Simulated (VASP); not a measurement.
Runs of VASP 6.6.1 on BP. The structure is that of space group F-43m (No. 216), or close to it. The cells are those of the table. 

```csv
task,cell,cutoff (eV),smearing,gap on the mesh (eV),pressure (GPa)
relaxation of cell and atoms,"relaxed from a = 3.209 Å, angles 60.0°, 2 atoms",600,gaussian 0.02 eV,(b),0.0
single point,"a = 3.142 Å, angles 60.0°, 2 atoms",520,gaussian 0.02 eV,1.36,11.2
single point,"a = 3.208 Å, angles 60.0°, 2 atoms",520,gaussian 0.02 eV,1.45,-0.5
single point,"a = 3.271 Å, angles 60.0°, 2 atoms",550,methfessel-paxton 0.02 eV,(a),-9.3
single point,"a = 3.240 Å, angles 60.0°, 2 atoms",520,gaussian 0.02 eV,1.48,-5.2
single point,"a = 3.208 Å, angles 60.0°, 2 atoms",520,gaussian 0.05 eV,1.45,-0.5
```

Alike in all rows: level r2SCAN; potentials or basis VASP PAW PBE potentials, release 64 (B, P); no spin polarisation; k mesh 10 × 10 × 10.

Question: Estimate the missing entries.

Answer: (a) 1.52; (b) 1.44.

Caveats: the PAW data sets were made with another functional, which shifts forces and pressure a little.

A k mesh can miss the band edges.
